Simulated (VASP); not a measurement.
InSb:

```
In Sb
1.0
     3.06331   -3.08137    0.00000
     3.06331    3.08137    0.00000
     0.00000    0.00000    6.12689
In Sb
2 2
Direct
  0.27941 0.72059 0.25000
  0.72059 0.27941 0.75000
  0.77721 0.22279 0.25000
  0.22279 0.77721 0.75000
```

Base run:

| Item | Value |
| --- | --- |
| Program | VASP 6.6.1 |
| Functional | PBE |
| Potentials or basis | VASP PAW PBE potentials, release 64 (In_d, Sb) |
| Cutoff | 520 eV |
| k mesh | 10 × 10 × 8 |
| Occupations | methfessel-paxton, width 0.2 eV |
| Spin | no spin polarisation |

Its results: band gap on the k mesh zero (bands 18 and 19 overlap by 2.65 eV); pressure 0.1 GPa; largest force 0.012 eV/Å.

Task: The run is repeated on the same cell with these changes: k mesh from 10 × 10 × 8 to 4 × 4 × 4; occupations from methfessel-paxton, width 0.2 eV to gaussian, width 0.1 eV. What comes out?

Result: Band gap on the k mesh zero (bands 18 and 19 overlap by 2.36 eV); pressure 0.8 GPa; largest force 0.239 eV/Å.

Caveats: some runs use coarse meshes; spin-orbit coupling is left out, which moves the levels of the heavy elements.
